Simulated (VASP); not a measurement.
The system is Zr.

```xyz
1
Lattice="-1.8100 1.8100 1.8100 1.8100 -1.8100 1.8100 1.8100 1.8100 -1.8100" Properties=species:S:1:pos:R:3 pbc="T T T"
Zr    0.0000    0.0000    0.0000
```

Base run:

* Program: VASP 6.6.1
* Functional: r2SCAN
* Potentials or basis: VASP PAW PBE potentials, release 64 (Zr_sv)
* Cutoff: 550 eV
* k mesh: 10 × 10 × 10
* Occupations: fermi-dirac, width 0.05 eV
* Spin: no spin polarisation

Its results: band gap on the k mesh zero (band 6 reaches 9.83 eV, above the bottom of band 7 at 7.79 eV); pressure -2.7 GPa.

**Question.** After a change of settings the same cell gave: band gap on the k mesh zero (band 6 reaches 9.49 eV, above the bottom of band 7 at 7.70 eV); pressure -7.0 GPa. Which change was it?
A. functional from r2SCAN to PBEsol; cutoff from 550 eV to 520 eV
B. functional from r2SCAN to PBE; cutoff from 550 eV to 520 eV
C. functional from r2SCAN to LDA; potentials or basis from VASP PAW PBE potentials, release 64 (Zr_sv) to VASP PAW LDA potentials, release 64 (Zr_sv); cutoff from 550 eV to 500 eV
D. functional from r2SCAN to PBE; cutoff from 550 eV to 520 eV; further incar settings from ALGO = Normal; EDIFF = 1e-06; NBANDS = 12 to ALGO = Fast; EDIFF = 1e-07; NBANDS = 12

**Answer.** A.

Caveats: the PAW data sets were made with another functional, which shifts forces and pressure a little.
